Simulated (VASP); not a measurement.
# Mn (P6/mmm) in VASP: a series of runs, part 2 of 2

VASP 6.6.1.

### 4 Single point, PBE, collinear spin, ferromagnetic start

This run uses another cell than the first one, of 7.33 Å³/atom, 1.172 times its volume.

The input, INCAR:

```
SYSTEM = Mn
ALGO = Normal
EDIFF = 1E-6
ENCUT = 520
GGA = PE
ISIF = 2
ISMEAR = -1
ISPIN = 2
LASPH = .True.
LCHARG = .False.
LMAXMIX = 4
LORBIT = 11
LREAL = .False.
LWAVE = .False.
MAGMOM = 3 3 3
NBANDS = 30
NELM = 150
PREC = Accurate
SIGMA = 0.05
```

The input, KPOINTS:

```
k-points
0
Gamma
  9 9 12
  0 0 0
```

The input, POSCAR:

```
Mn
1.0
    3.4425002366      0.0000000000      0.0000000000
   -1.7212501183      2.9812926574      0.0000000000
    0.0000000000      0.0000000000      2.1423407001
Mn
3
Direct
    0.0000000000      0.0000000000      0.0000000000
    0.3333333333      0.6666666667      0.5000000000
    0.6666666667      0.3333333333      0.5000000000
```

Potentials or basis: VASP PAW PBE potentials, release 64 (Mn_pv).

Launch:

```bash
$ cat potpaw_PBE.64/Mn_pv/POTCAR > POTCAR
$ mpirun -np 1 vasp_std > vasp.out
```

OUTCAR:

```text
SYSTEM = Mn
   EDIFF = 1E-6
   ENCUT = 520
   GGA = PE
   ISIF = 2
   ISMEAR = -1
   ISPIN = 2
   LASPH = .True.
   LORBIT = 11
   LREAL = .False.
   NELM = 150
   PREC = Accurate

 ion  position               nearest neighbor table
   1  0.000  0.000  0.000-   2 2.26   3 2.26   2 2.26   3 2.26   2 2.26   2 2.26   3 2.26   3 2.26
                             3 2.26   3 2.26   2 2.26   2 2.26
   2  0.333  0.667  0.500-   3 1.99   3 1.99   3 1.99   1 2.26   1 2.26   1 2.26   1 2.26   1 2.26
                             1 2.26   3 2.92   3 2.92   3 2.92   3 2.92   3 2.92   3 2.92
   3  0.667  0.333  0.500-   2 1.99   2 1.99   2 1.99   1 2.26   1 2.26   1 2.26   1 2.26   1 2.26
                             1 2.26   2 2.92   2 2.92   2 2.92   2 2.92   2 2.92   2 2.92

  LATTYP: Found a hexagonal cell.
 ALAT       =     3.4425002366
 C/A-ratio  =     0.6223211483

  Lattice vectors:

 A1 = (   3.4425002366,   0.0000000000,   0.0000000000)
 A2 = (  -1.7212501183,   2.9812926574,   0.0000000000)
 A3 = (   0.0000000000,   0.0000000000,   2.1423407001)

Analysis of symmetry for initial positions (statically):
=====================================================================
 Subroutine PRICEL returns:
 Original cell was already a primitive cell.

 Routine SETGRP: Setting up the symmetry group for a
 hexagonal supercell.

 Subroutine GETGRP returns: Found 24 space group operations
 (whereof 24 operations were pure point group operations)
 out of a pool of 24 trial point group operations.

The static configuration has the point symmetry D_6h.

Analysis of symmetry for dynamics (positions and initial velocities):
=====================================================================
 Subroutine PRICEL returns:
 Original cell was already a primitive cell.

 Routine SETGRP: Setting up the symmetry group for a
 hexagonal supercell.

 Subroutine GETGRP returns: Found 24 space group operations
 (whereof 24 operations were pure point group operations)
 out of a pool of 24 trial point group operations.

The dynamic configuration has the point symmetry D_6h.

Analysis of structural, dynamic, and magnetic symmetry:
=====================================================================
 Subroutine PRICEL returns:
 Original cell was already a primitive cell.

 Routine SETGRP: Setting up the symmetry group for a
 hexagonal supercell.

 Subroutine GETGRP returns: Found 24 space group operations
 (whereof 24 operations were pure point group operations)
 out of a pool of 24 trial point group operations.

The overall configuration has the point symmetry D_6h.

 Subroutine INISYM returns: Found 24 space group operations
 (whereof 24 operations are pure point group operations),
 and found     1 'primitive' translations

----------------------------------------------------------------------------------------

                                     Primitive cell

  volume of cell :      21.9871

  direct lattice vectors                    reciprocal lattice vectors
     3.442500237  0.000000000  0.000000000     0.290486545  0.167712485  0.000000000
    -1.721250118  2.981292657  0.000000000     0.000000000  0.335424970  0.000000000
     0.000000000  0.000000000  2.142340700     0.000000000  0.000000000  0.466779164

  length of vectors
     3.442500237  3.442500237  2.142340700     0.335424970  0.335424970  0.466779164

[... 80 lines left out ...]
   ENCUT  =  520.0 eV  38.22 Ry    6.18 a.u.   6.40  6.40  3.98*2*pi/ulx,y,z
   NELM   =    150;   NELMIN=  2; NELMDL= -5     # of ELM steps
   EDIFF  = 0.1E-05   stopping-criterion for ELM
   LREAL  =      F    real-space projection
   EDIFFG = 0.1E-04   stopping-criterion for IOM
   NSW    =      0    number of steps for IOM
   IBRION =     -1    ionic relax: 0-MD 1-quasi-New 2-CG
   NFREE  =      0    steps in history (QN), initial steepest desc. (CG)
   ISIF   =      2    stress and relaxation
   ISYM   =      2    0-nonsym 1-usesym 2-fastsym
   POTIM  = 0.5000    time-step for ionic-motion
   TEBEG  =    0.0;   TEEND  =   0.0 temperature during run
   PSTRESS=    0.0 pullay stress
   NELECT =      39.0000    total number of electrons
   NUPDOWN=      -1.0000    fix difference up-down
   EMIN   =  10.00;   EMAX   =-10.00  energy-range for DOS
   EFERMI =   0.00;   METHOD = LEGACY
   ISMEAR =    -1;   SIGMA  =   0.05  broadening in eV -4-tet -1-fermi 0-gaus
   EFERMI_NEDOS =   21; number of points for ismear=-14 and -15
   IALGO  =     38    algorithm
   IMIX   =      4    mixing-type and parameters
     AMIX     =   0.40;   BMIX     =  1.00
     AMIX_MAG =   1.60;   BMIX_MAG =  1.00
  volume/ion in A,a.u.               =       7.33        49.46
  Fermi-wavevector in a.u.,A,eV,Ry     =   1.981713  3.744894 53.432590  3.927185
  Thomas-Fermi vector in A             =   3.001748
   LORBIT       =     11    0 simple, 1 ext, 2 COOP (PROOUT), +10 PAW based schemes
   GGA     = PE    functional components
   LHFCALC =     F    Hartree Fock is set to
   AEXX    =    0.0000 exact exchange contribution
   IVDW    =     0    specifies the selected vdW correction
   LEPSILON=     F    determine dielectric tensor
   LRPA    =     F    only Hartree local field effects (RPA)
 spin polarized calculation
  energy-cutoff  :      520.00
  volume of cell :       21.99
 maximum number of plane-waves:       607
 NGX is ok and might be reduce to    28
   NGX = 13   NGY = 13   NGZ =  7

 number of electron      39.0000034 magnetization       0.0000663

 number of electron      39.0000034 magnetization      -0.0000505

 Free energy of the ion-electron system (eV)
  ---------------------------------------------------
  ext. energy  EPLUGINS =         0.00000000
  ---------------------------------------------------
  free energy    TOTEN  =       -21.05876456 eV

  energy without entropy =      -21.04474911  energy(sigma->0) =      -21.05175683

 E-fermi :  16.9951     XC(G=0): -16.4768

 val. band max:       16.9671952330   @ k =   0.2222   0.2222   0.4167
 cond. band min:      17.0054143018   @ k =   0.4444   0.1111   0.0000
 fundamental gap:      0.0382190689
 Fermi energy:        16.9951010393

 spin component 1

 k-point     1 :       0.0000    0.0000    0.0000
  band No.  band energies     occupation
      1     -32.2970      1.00000
      2     -32.2970      1.00000
      3     -31.5059      1.00000
      4     -31.5059      1.00000
      5     -30.8337      1.00000
      6     -30.2433      1.00000
[... 781 lines left out ...]
     29      37.2846      0.00000
     30      37.2846      0.00000

 [... further k-points ...]

 spin component 2

 k-point     1 :       0.0000    0.0000    0.0000
  band No.  band energies     occupation
      1     -32.2970      1.00000
      2     -32.2970      1.00000
      3     -31.5059      1.00000
      4     -31.5059      1.00000
      5     -30.8337      1.00000
      6     -30.2433      1.00000
[... 781 lines left out ...]
     29      37.2846      0.00000
     30      37.2846      0.00000

 [... further k-points ...]

------------------------ aborting loop because EDIFF is reached ----------------------------------------

  FORCE on cell =-STRESS in cart. coord.  units (eV):
  Direction    XX          YY          ZZ          XY          YZ          ZX
  --------------------------------------------------------------------------------------
  -------------------------------------------------------------------------------------
  Total       34.1267495     34.1267495     33.6074399      0.0000000      0.0000000      0.0000000
  in kB     2486.7858056   2486.7858056   2448.9441756      0.0000000      0.0000000      0.0000000
  external PRESSURE =    2474.1719289 kB  Pullay stress =       0.0000000 kB

 VOLUME and BASIS-vectors are now :
 -----------------------------------------------------------------------------
  energy-cutoff  :      520.00
  volume of cell :       21.99
      direct lattice vectors                 reciprocal lattice vectors
     3.442500237  0.000000000  0.000000000     0.290486545  0.167712485  0.000000000
    -1.721250118  2.981292657  0.000000000     0.000000000  0.335424970  0.000000000
     0.000000000  0.000000000  2.142340700     0.000000000  0.000000000  0.466779164

 POSITION                                       TOTAL-FORCE (eV/Angst)
 -----------------------------------------------------------------------------------
      0.00000      0.00000      0.00000        -0.000000      0.000000      0.000000
     -0.00000      1.98753      1.07117         0.000000     -0.000000     -0.000000
      1.72125      0.99376      1.07117        -0.000000      0.000000      0.000000
 -----------------------------------------------------------------------------------
    total drift:                                0.000000      0.000000     -0.000000

  FREE ENERGIE OF THE ION-ELECTRON SYSTEM (eV)
  ---------------------------------------------------
  free  energy   TOTEN  =       -21.0587645567 eV

  energy  without entropy=      -21.0447491077  energy(sigma->0) =      -21.05175683

 total charge

# of ion       s       p       d       tot
------------------------------------------
    1        0.588   6.698   5.735  13.021
    2        0.616   6.716   5.811  13.142
    3        0.616   6.716   5.811  13.142
--------------------------------------------------
tot          1.819  20.130  17.356  39.305

 magnetization (x)

# of ion       s       p       d       tot
------------------------------------------
    1       -0.000  -0.000  -0.000  -0.000
    2       -0.000  -0.000  -0.000  -0.000
    3       -0.000  -0.000  -0.000  -0.000
--------------------------------------------------
tot         -0.000  -0.000  -0.000  -0.000
```

stdout:

```text
POSCAR found type information on POSCAR Mn
 POSCAR found :  1 types and       3 ions
 scaLAPACK will be used
 LDA part: xc-table for (Slater+PW92), standard interpolation
 POSCAR, INCAR and KPOINTS ok, starting setup
 FFT: planning ... GRIDC
 FFT: planning ... GRID_SOFT
 FFT: planning ... GRID
 WAVECAR not read
 entering main loop
```

It took 69 s on 1 thread of AMD EPYC 9R45 (Zen 5), shared host; peak memory 0.16 GiB.

What came out:

- Free energy: -21.0588 eV
- Pressure: 247.4 GPa
- Net moment: 0.00 μB per cell

Stress tensor (GPa, compression positive):
```
248.68   0.00   0.00
  0.00 248.68   0.00
  0.00   0.00 244.89
```

Levels at points of the mesh, in eV from the Fermi level:
Spin up:
```csv
k point,band 17,band 18,band 19,band 20,band 21,band 22
"(0.00, 0.00, 0.00)",-2.08,-1.14,-1.14,-0.31,-0.31,-0.13
"(0.00, 0.00, 0.50)",-1.33,-1.06,-1.06,2.25,2.25,2.90
```
Spin down:
| k point | band 17 | band 18 | band 19 | band 20 | band 21 | band 22 |
| --- | --- | --- | --- | --- | --- | --- |
| (0.00, 0.00, 0.00) | -2.08 | -1.14 | -1.14 | -0.31 | -0.31 | -0.13 |
| (0.00, 0.00, 0.50) | -1.33 | -1.06 | -1.06 | 2.25 | 2.25 | 2.90 |

Caveat: the starting moments collapsed, and a magnetic state may lie lower.
